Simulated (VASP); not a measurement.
The system is SrTiO3.

```xyz
5
Lattice="3.9364 0.0000 0.0000 0.0000 3.9364 0.0000 0.0000 0.0000 3.9364" Properties=species:S:1:pos:R:3 pbc="T T T"
Sr    1.9682    1.9682    1.9682
Ti    0.0000    0.0000    0.0000
O     1.9682    0.0000    0.0000
O     0.0000    1.9682    0.0000
O     0.0000    0.0000    1.9682
```

| Quantity | Value |
| --- | --- |
| Program | VASP 6.6.1 |
| Task | relaxation of cell and atoms |
| Functional | r2SCAN |
| Potentials or basis | VASP PAW PBE potentials, release 64 (Sr_sv, Ti_sv, O) |
| Cutoff | 600 eV |
| k mesh | 6 × 6 × 6 |
| Occupations | fermi-dirac, width 0.02 eV |
| Spin | no spin polarisation |

At the start: pressure -3.3 GPa; volume 12.20 Å³/atom.

Task: Where does the relaxation end?

Result: Over 3 steps the energy falls by 2.4 meV/atom and the volume is 11.97 Å³/atom (-1.8 %); space group Pm-3m (No. 221, to 0.1 Å) before and after.

The path:
```csv
step,energy change (eV),largest force (eV/Å),pressure (GPa),volume (Å³)
1,0.0000,0.0000,-3.35,61.00
2,0.0002,0.0000,3.65,58.77
3,-0.0120,0.0000,0.00,59.87
```

Final structure:
```xyz
5
Lattice="3.9121 0.0000 0.0000 0.0000 3.9121 0.0000 0.0000 0.0000 3.9121" Properties=species:S:1:pos:R:3 pbc="T T T"
Sr    1.9560    1.9560    1.9560
Ti    0.0000    0.0000    0.0000
O     1.9560    0.0000    0.0000
O     0.0000    1.9560    0.0000
O     0.0000    0.0000    1.9560
```

Caveat: the PAW data sets were made with another functional, which shifts forces and pressure a little.
